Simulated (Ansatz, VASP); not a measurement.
One calculation of As, two programs

```
CELL_PARAMETERS angstrom
3.56523 0.00000 0.00000
-1.78262 3.08758 0.00000
0.00000 0.00000 5.94047
ATOMIC_POSITIONS crystal
As 0.00000 0.00000 0.80256
As 0.00000 0.00000 0.19744
As 0.33333 0.66667 0.61461
As 0.66667 0.33333 0.38539
```

Alike in both runs: task relaxation of cell and atoms; functional PBE; k mesh 6 × 6 × 4; occupations gaussian, width 0.1 eV; no spin polarisation.

|  | VASP | Ansatz |
| --- | --- | --- |
| version | VASP 6.6.1 | Ansatz 0.2.0 |
| potentials or method | VASP PAW PBE potentials, release 64 (As), cutoff 600 eV | scalar-relativistic, plane waves, PAW |
| valence electrons in the cell | 20 | 60 |

Ansatz gave:

* relaxed volume (Å³/atom): 26.99
* relaxed cell length with the largest relative difference (Å): 8.969

Question: What did VASP give for the same quantities?

Answer: Relaxed volume (Å³/atom): 28.66; relaxed cell length with the largest relative difference (Å): 9.861.

One of these differences is far larger than is usual between the two programs; its cause wasn't traced. VASP's potentials hold 20 valence electrons a cell and Ansatz's 60, so a difference there can come from the potentials and not from the codes.

Noted on VASP's run: the volume moved by over 15 % at a fixed basis, so the end points are rough.
